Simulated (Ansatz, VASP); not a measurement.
## One calculation of AgSn2SeI3, two programs

Contents of INCAR:

```
SYSTEM = AgSn2SeI3
ALGO = Normal
EDIFF = 1E-7
EDIFFG = -0.08
ENCUT = 600
GGA = PE
IBRION = 2
ISIF = 3
ISMEAR = 0
LASPH = .TRUE.
LCHARG = .FALSE.
LREAL = .FALSE.
LWAVE = .FALSE.
NELM = 80
NSW = 36
PREC = Accurate
SIGMA = 0.15
```

The input KPOINTS:

```
k-points
0
G
  2 2 2
  0 0 0
```

The input POSCAR:

```
AgSn2SeI3
1.0
    7.3441320000      0.0000000000      0.0000000000
   -3.6720660000      6.3602048800      0.0000000000
    0.0000000000      0.0000000000      5.9768597800
Ag Sn Se I
1 2 1 3
Direct
    0.0000000000      0.0000000000      0.0000000000
    0.3333333300      0.6666666700      0.0000000000
    0.6666666700      0.3333333300      0.0000000000
    0.0000000000      0.0000000000      0.5000000000
    0.5000000000      0.0000000000      0.0000000000
    0.0000000000      0.5000000000      0.0000000000
    0.5000000000      0.5000000000      0.0000000000
```

Input for Ansatz:

```yaml
crystal:
  lattice:
    - [7.344132, 0.0, 0.0]
    - [-3.672066, 6.36020488, 0.0]
    - [0.0, 0.0, 5.97685978]
  atoms:
    - { symbol: Ag, position: [0.0, 0.0, 0.0] }
    - { symbol: Sn, position: [0.33333333, 0.66666667, 0.0] }
    - { symbol: Sn, position: [0.66666667, 0.33333333, 0.0] }
    - { symbol: Se, position: [0.0, 0.0, 0.5] }
    - { symbol: I, position: [0.5, 0.0, 0.0] }
    - { symbol: I, position: [0.0, 0.5, 0.0] }
    - { symbol: I, position: [0.5, 0.5, 0.0] }
basis:
  ecutwfc: 420
kpoints:
  mp_grid: { grid: [2, 2, 2] }
hamiltonian:
  xc: pbe
scf:
  occupations: { method: gaussian, width: 0.15 }
  lower_state_search: "off"
output:
  forces: true
  stress: true
  eigenvalues: true
relax:
  adjacent_minimum: "off"
  f_tol: 0.08
  max_steps: 16
  cell: { stress_tol: 0.8 }
```

Alike in both runs: task relaxation of cell and atoms; functional PBE; k mesh 2 × 2 × 2; occupations gaussian, width 0.15 eV; no spin polarisation.

```csv
,VASP,Ansatz
version,VASP 6.6.1,Ansatz 0.2.0
potentials or method,"VASP PAW PBE potentials, release 64 (Ag, Sn_d, Se, I), cutoff 600 eV","scalar-relativistic, plane waves, PAW"
valence electrons in the cell,66,114
```

|  | VASP | Ansatz | Ansatz less VASP |
| --- | --- | --- | --- |
| gap on the k mesh at the Fermi level, each at its own relaxed structure (eV) | none | none | - |
| relaxed volume (Å³/atom) | 63.44 | 64.96 | +1.521 |
| relaxed cell length with the largest relative difference (Å) | 10.394 | 10.519 | +0.1252 |

A gap of «none» marks a metal or a gap that the smearing closes. VASP's potentials hold 66 valence electrons a cell and Ansatz's 114, so a difference there can come from the potentials and not from the codes.

The k mesh is coarse, so the values compare programs but aren't converged. Neither program's run includes spin-orbit coupling. Noted on VASP's run: the volume moved by over 15 % at a fixed basis, so the end points are rough.
